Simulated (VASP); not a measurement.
Set up this calculation in VASP 6.6.1, as the native input.

* Task: single point
* Functional: PBEsol
* Potentials or basis: VASP PAW PBE potentials, release 64 (K_sv, Ta_pv, O)
* Cutoff: 520 eV
* k mesh: 8 × 8 × 8
* Occupations: gaussian, width 0.02 eV
* Spin: no spin polarisation
* Dipole correction: no
* Further INCAR settings: ALGO = Normal; EDIFF = 1e-06; NBANDS = 27

The structure of KTaO3 lies in POSCAR:

```
KTaO3
1.0
    4.1649645106      0.0000000000      0.0000000000
    0.0000000000      4.1649645106      0.0000000000
    0.0000000000      0.0000000000      3.9306214579
K Ta O
1 1 3
Direct
    0.5000000000      0.5000000000      0.5000000000
    0.0000000000      0.0000000000      0.0000000000
    0.0000000000      0.5000000000      0.0000000000
    0.0000000000      0.0000000000      0.5000000000
    0.5000000000      0.0000000000      0.0000000000
```

This cell differs from its parent crystal: biaxial strain in the a-b plane: +4.5 %, then relaxed in part.

One way to write it, as run:

INCAR

```
  PREC = Accurate
  ENCUT = 520
  EDIFF = 1E-6
  ISMEAR = 0
  SIGMA = 0.02
  LREAL = False
  LASPH = True
  NELM = 100
  ALGO = Normal
  ISIF = 2
  LWAVE = False
  LCHARG = False
  GGA = PS
  NBANDS = 27
```

KPOINTS

```
regular mesh
0
Gamma
  8 8 8
```

Potentials or basis: VASP PAW PBE potentials, release 64 (K_sv, Ta_pv, O).

Command:

```console
$ cat potpaw_PBE.64/K_sv/POTCAR potpaw_PBE.64/Ta_pv/POTCAR potpaw_PBE.64/O/POTCAR > POTCAR
$ mpirun -np 1 vasp_std > vasp.out
```

Results of the run:

```json
{
  "Pressure": "-11.2 GPa",
  "Band gap on the k mesh": "1.83 eV (least direct gap 2.46 eV)"
}
```

Caveat: the cell differs from its parent crystal (biaxial strain in the a-b plane: +4.5 %, then relaxed in part); the cell stands under tension; the PAW data sets were made with another functional, which shifts forces and pressure a little; spin-orbit coupling is left out, which moves the levels of the heavy elements.

Wall time 72 s on 1 thread of Intel(R) Xeon(R) 6975P-C (Granite Rapids), with other jobs on the host, peak memory 0.27 GiB.
